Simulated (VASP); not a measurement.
# SiC (P1) in VASP: notebook

Runs on SiC. Level: PBE. Tasks: single point.

All numbers are computed with VASP 6.6.1; they aren't measurements. Logs are shortened: lines on timing, memory, paths and dates and some standing lists are left out, and cuts for length are marked.

### 1 The cell of the first run

The typed cell holds 4 atoms: a = 3.076 Å, b = 3.076 Å, c = 5.048 Å, α = 90.00°, β = 90.00°, γ = 120.00°.

### 2 Single point, PBE (atom 1 (Si) moved by (+0.100, -0.100) A along [1 1 0] and z)

File INCAR:

```
SYSTEM = SiC
PREC     = Accurate       ! precision mode
ENCUT    = 520            ! plane-wave cutoff, eV
EDIFF    = 1E-6           ! SCF threshold, eV
ISMEAR   = 0              ! smearing method
SIGMA    = 0.05           ! smearing width, eV
LREAL    = .FALSE.        ! projectors in reciprocal space
LASPH    = .TRUE.         ! aspherical terms in the spheres
NELM     = 60             ! most SCF steps
ALGO     = Normal         ! electronic algorithm
ISIF     = 2              ! what is computed and relaxed
LWAVE    = .FALSE.        ! write WAVECAR
LCHARG   = .TRUE.         ! write CHGCAR
GGA      = PE             ! functional
LELF     = .TRUE.         ! ELF
LVHAR    = .TRUE.       
NBANDS   = 16             ! bands
```

File KPOINTS:

```
Automatic mesh
0
G
  6 6 4
  0 0 0
```

File POSCAR:

```
SiC
1.0
    3.0759982064      0.0000000000      0.0000000000
   -1.5379991032      2.6638925888      0.0000000000
    0.0000000000      0.0000000000      5.0480000000
Si C
2 2
Direct
    0.3695932723      0.6932107843     -0.0198098257
    0.6666666667      0.3333333333      0.5000000000
    0.3333333333      0.6666666667      0.3850000000
    0.6666666667      0.3333333333      0.8850000000
```

Potentials or basis: VASP PAW PBE potentials, release 64 (Si, C).

Run with:

```console
cat potpaw_PBE.64/Si/POTCAR potpaw_PBE.64/C/POTCAR > POTCAR
mpirun -np 1 vasp_std > vasp.out
```

OUTCAR:

```text
SYSTEM = SiC
   PREC = Accurate
   ENCUT = 520
   EDIFF = 1E-6
   ISMEAR = 0
   LREAL = .FALSE.
   LASPH = .TRUE.
   NELM = 60
   ISIF = 2
   GGA = PE

 ion  position               nearest neighbor table
   1  0.370  0.693  0.980-   4 1.77   4 1.82   4 1.93   3 2.05   2 2.96   2 2.99   2 3.06   2 3.13

   2  0.667  0.333  0.500-   3 1.87   3 1.87   3 1.87   4 1.94   1 2.96   1 2.99   1 3.06   1 3.13

   3  0.333  0.667  0.385-   2 1.87   2 1.87   2 1.87   1 2.05
   4  0.667  0.333  0.885-   1 1.77   1 1.82   1 1.93   2 1.94

  LATTYP: Found a hexagonal cell.
 ALAT       =     3.0759982064
 C/A-ratio  =     1.6410932846

  Lattice vectors:

 A1 = (   3.0759982064,   0.0000000000,   0.0000000000)
 A2 = (  -1.5379991032,   2.6638925888,   0.0000000000)
 A3 = (   0.0000000000,   0.0000000000,   5.0480000000)

Analysis of symmetry for initial positions (statically):
=====================================================================
 Subroutine PRICEL returns:
 Original cell was already a primitive cell.

 Routine SETGRP: Setting up the symmetry group for a
 hexagonal supercell.

 Subroutine GETGRP returns: Found  1 space group operations
 (whereof  1 operations were pure point group operations)
 out of a pool of 24 trial point group operations.

The static configuration has the point symmetry C_1 .

Analysis of symmetry for dynamics (positions and initial velocities):
=====================================================================
 Subroutine PRICEL returns:
 Original cell was already a primitive cell.

 Routine SETGRP: Setting up the symmetry group for a
 hexagonal supercell.

 Subroutine GETGRP returns: Found  1 space group operations
 (whereof  1 operations were pure point group operations)
 out of a pool of 24 trial point group operations.

The dynamic configuration has the point symmetry C_1 .

 Subroutine INISYM returns: Found  1 space group operations
 (whereof  1 operations are pure point group operations),
 and found     1 'primitive' translations

----------------------------------------------------------------------------------------

                                     Primitive cell

  volume of cell :      41.3640

  direct lattice vectors                    reciprocal lattice vectors
     3.075998206  0.000000000  0.000000000     0.325097719  0.187695255  0.000000000
    -1.537999103  2.663892589  0.000000000     0.000000000  0.375390511  0.000000000
     0.000000000  0.000000000  5.048000000     0.000000000  0.000000000  0.198098257

  length of vectors
     3.075998206  3.075998206  5.048000000     0.375390511  0.375390511  0.198098257

  position of ions in fractional coordinates (direct lattice)
     0.369593272  0.693210784  0.980190174
     0.666666667  0.333333333  0.500000000
     0.333333333  0.666666667  0.385000000
     0.666666667  0.333333333  0.885000000

  ion indices of the primitive-cell ions
   primitive index   ion index
                 1           1
                 2           2
                 3           3
                 4           4

----------------------------------------------------------------------------------------

 KPOINTS: Automatic mesh

Automatic generation of k-mesh.
 Grid dimensions read from file:
 generate k-points for:    6    6    4

 Generating k-lattice:

  Cartesian coordinates                     Fractional coordinates (reciprocal lattice)
     0.054182953  0.031282543  0.000000000     0.166666667 -0.000000000  0.000000000
     0.000000000  0.062565085  0.000000000     0.000000000  0.166666667  0.000000000
     0.000000000  0.000000000  0.049524564     0.000000000  0.000000000  0.250000000

  Length of vectors
     0.062565085  0.062565085  0.049524564

  Shift w.r.t. Gamma in fractional coordinates (k-lattice)
     0.000000000  0.000000000  0.000000000

 Subroutine IBZKPT returns following result:
 ===========================================

 Found     76 irreducible k-points:

 Following reciprocal coordinates:
            Coordinates               Weight
  0.000000  0.000000  0.000000      1.000000
  0.166667 -0.000000  0.000000      2.000000
  0.000000  0.166667  0.000000      2.000000
 -0.166667  0.166667  0.000000      2.000000
  0.333333 -0.000000  0.000000      2.000000
  0.000000  0.333333  0.000000      2.000000
[... 16 lines left out ...]
  0.000000  0.166667  0.250000      2.000000
 -0.166667  0.166667  0.250000      2.000000
 [... further k-points ...]
   k-points           NKPTS =     76   k-points in BZ     NKDIM =     76   number of bands    NBANDS=     16
   number of dos      NEDOS =    301   number of ions     NIONS =      4
   total plane-waves  NPLWV =  23040
   dimension x,y,z NGX =    24 NGY =   24 NGZ =   40
   dimension x,y,z NGXF=    48 NGYF=   48 NGZF=   80
   ions per type =               2   2
   NGX,Y,Z   is equivalent  to a cutoff of  12.97, 12.97, 13.17 a.u.
   NGXF,Y,Z  is equivalent  to a cutoff of  25.94, 25.94, 26.35 a.u.
 SYSTEM =  SiC
   PREC   = accura    normal or accurate (medium, high low for compatibility)
   ISTART =      0    job   : 0-new  1-cont  2-samecut
   ICHARG =      2    charge: 1-file 2-atom 10-const
   ISPIN  =      1    spin polarized calculation?
   LNONCOLLINEAR =      F non collinear calculations
   LSORBIT =      F    spin-orbit coupling
   LASPH  =      T    aspherical Exc in radial PAW
   ENCUT  =  520.0 eV  38.22 Ry    6.18 a.u.   5.72  5.72  9.39*2*pi/ulx,y,z
   NELM   =     60;   NELMIN=  2; NELMDL= -5     # of ELM steps
   EDIFF  = 0.1E-05   stopping-criterion for ELM
   LREAL  =      F    real-space projection
   EDIFFG = 0.1E-04   stopping-criterion for IOM
   NSW    =      0    number of steps for IOM
   IBRION =     -1    ionic relax: 0-MD 1-quasi-New 2-CG
   NFREE  =      0    steps in history (QN), initial steepest desc. (CG)
   ISIF   =      2    stress and relaxation
   ISYM   =      2    0-nonsym 1-usesym 2-fastsym
   POTIM  = 0.5000    time-step for ionic-motion
   TEBEG  =    0.0;   TEEND  =   0.0 temperature during run
   PSTRESS=    0.0 pullay stress
   NELECT =      16.0000    total number of electrons
   NUPDOWN=      -1.0000    fix difference up-down
   EMIN   =  10.00;   EMAX   =-10.00  energy-range for DOS
   EFERMI =   0.00;   METHOD = LEGACY
   ISMEAR =     0;   SIGMA  =   0.05  broadening in eV -4-tet -1-fermi 0-gaus
   EFERMI_NEDOS =   21; number of points for ismear=-14 and -15
   IALGO  =     38    algorithm
   IMIX   =      4    mixing-type and parameters
     AMIX     =   0.40;   BMIX     =  1.00
     AMIX_MAG =   1.60;   BMIX_MAG =  1.00
  volume/ion in A,a.u.               =      10.34        69.78
  Fermi-wavevector in a.u.,A,eV,Ry     =   1.192818  2.254099 19.358564  1.422814
  Thomas-Fermi vector in A             =   2.328847
   LORBIT       =      0    0 simple, 1 ext, 2 COOP (PROOUT), +10 PAW based schemes
   GGA     = PE    functional components
   LHFCALC =     F    Hartree Fock is set to
   AEXX    =    0.0000 exact exchange contribution
   IVDW    =     0    specifies the selected vdW correction
   LEPSILON=     F    determine dielectric tensor
   LRPA    =     F    only Hartree local field effects (RPA)
 non-spin polarized calculation
 Gauss-broadening in eV      SIGMA  =   0.05
  energy-cutoff  :      520.00
  volume of cell :       41.36
 maximum number of plane-waves:      1132
   NGX = 11   NGY = 11   NGZ = 19

 number of electron      15.9999999 magnetization

 Free energy of the ion-electron system (eV)
  ---------------------------------------------------
  ext. energy  EPLUGINS =         0.00000000
  ---------------------------------------------------
  free energy    TOTEN  =       -29.76113974 eV

  energy without entropy =      -29.76113974  energy(sigma->0) =      -29.76113974

 E-fermi :   8.9656     XC(G=0): -11.3453

 val. band max:        8.6917978104   @ k =   0.0000   0.0000   0.0000
 cond. band min:      10.8137009718   @ k =   0.5000   0.0000   0.0000
 fundamental gap:      2.1219031614
 Fermi energy:         8.9656292190

 k-point     1 :       0.0000    0.0000    0.0000
  band No.  band energies     occupation
      1      -7.3801      2.00000
      2      -3.8665      2.00000
      3      -0.1332      2.00000
      4       6.2784      2.00000
      5       6.9447      2.00000
      6       8.0192      2.00000
[... 8 lines left out ...]
     15      17.2099      0.00000
     16      19.7311      0.00000

 k-point     2 :       0.1667   -0.0000    0.0000
  band No.  band energies     occupation
      1      -6.9048      2.00000
      2      -3.4589      2.00000
      3       0.3086      2.00000
      4       4.7252      2.00000
      5       5.7213      2.00000
      6       6.6339      2.00000
[... 8 lines left out ...]
     15      17.7541      0.00000
     16      18.1425      0.00000

 k-point     3 :       0.0000    0.1667    0.0000
  band No.  band energies     occupation
      1      -6.8992      2.00000
      2      -3.4557      2.00000
      3       0.3129      2.00000
      4       4.3595      2.00000
      5       6.1319      2.00000
      6       6.4779      2.00000
[... 8 lines left out ...]
     15      17.8379      0.00000
     16      17.9694      0.00000

 k-point     4 :      -0.1667    0.1667    0.0000
  band No.  band energies     occupation
      1      -6.9007      2.00000
      2      -3.4563      2.00000
      3       0.3117      2.00000
      4       4.4268      2.00000
      5       6.0390      2.00000
      6       6.5397      2.00000
[... 8 lines left out ...]
     15      17.8006      0.00000
     16      18.0503      0.00000
[... 324 lines left out ...]
 k-point    22 :       0.1667   -0.0000    0.2500
  band No.  band energies     occupation
      1      -6.6248      2.00000
      2      -4.3458      2.00000
      3       1.6429      2.00000
      4       4.9821      2.00000
      5       5.8540      2.00000
      6       6.0909      2.00000
[... 8 lines left out ...]
     15      17.7211      0.00000
     16      18.8095      0.00000

 k-point    23 :       0.0000    0.1667    0.2500
  band No.  band energies     occupation
      1      -6.6188      2.00000
      2      -4.3429      2.00000
      3       1.6431      2.00000
      4       4.5919      2.00000
      5       5.9101      2.00000
      6       6.3810      2.00000
[... 8 lines left out ...]
     15      17.6587      0.00000
     16      19.0925      0.00000

 k-point    24 :      -0.1667    0.1667    0.2500
  band No.  band energies     occupation
      1      -6.6193      2.00000
      2      -4.3469      2.00000
      3       1.6673      2.00000
      4       4.6217      2.00000
      5       5.9145      2.00000
      6       6.2900      2.00000
[... 8 lines left out ...]
     15      17.6312      0.00000
     16      18.8088      0.00000

 [... further k-points ...]

------------------------ aborting loop because EDIFF is reached ----------------------------------------

  FORCE on cell =-STRESS in cart. coord.  units (eV):
  Direction    XX          YY          ZZ          XY          YZ          ZX
  --------------------------------------------------------------------------------------
  -------------------------------------------------------------------------------------
  Total        1.3322867      3.1097447     -0.2955351     -0.7740459     -0.3992906     -0.2443733
  in kB       51.6043294    120.4517684    -11.4471529    -29.9816263    -15.4659822     -9.4654688
  external PRESSURE =      53.5363150 kB  Pullay stress =       0.0000000 kB

 VOLUME and BASIS-vectors are now :
 -----------------------------------------------------------------------------
  energy-cutoff  :      520.00
  volume of cell :       41.36
      direct lattice vectors                 reciprocal lattice vectors
     3.075998206  0.000000000  0.000000000     0.325097719  0.187695255  0.000000000
    -1.537999103  2.663892589  0.000000000     0.000000000  0.375390511  0.000000000
     0.000000000  0.000000000  5.048000000     0.000000000  0.000000000  0.198098257

 POSITION                                       TOTAL-FORCE (eV/Angst)
 -----------------------------------------------------------------------------------
      0.07071      1.84664      4.94800        -1.430207     -1.789036      2.852640
      1.53800      0.88796      2.52400         0.035487      0.037228     -0.128040
     -0.00000      1.77593      1.94348         0.149530      0.147292     -1.093767
      1.53800      0.88796      4.46748         1.245190      1.604516     -1.630833
 -----------------------------------------------------------------------------------
    total drift:                                0.000043     -0.000034      0.000247

  FREE ENERGIE OF THE ION-ELECTRON SYSTEM (eV)
  ---------------------------------------------------
  free  energy   TOTEN  =       -29.7611397412 eV

  energy  without entropy=      -29.7611397412  energy(sigma->0) =      -29.76113974
```

Run time: 25 s. Hardware: 1 thread of Intel Xeon Platinum 8488C (Sapphire Rapids), shared host; peak memory 0.18 GiB.

Results:

| Property | Result |
| --- | --- |
| Free energy | -29.7611 eV |
| Pressure | 5.4 GPa |
| Largest force | 3.658 eV/Å |
| Band gap on the k mesh | 2.12 eV, indirect (least direct gap 4.01 eV) |

Forces on the atoms (eV/Å):
```
Si  -1.430 -1.789  2.853
Si   0.035  0.037 -0.128
C    0.150  0.147 -1.094
C    1.245  1.605 -1.631
```

Stress tensor (GPa, compression positive):
```
 5.16 -3.00 -0.95
-3.00 12.05 -1.55
-0.95 -1.55 -1.14
```

Caveat: the cell differs from its parent crystal (atom 1 (Si) moved by (+0.100, -0.100) A along [1 1 0] and z); forces of over 1 eV/Å act on the atoms, so gaps and moduli don't describe the material at rest. A k mesh can miss the band edges.

(Part 1 of 2 ends here.)
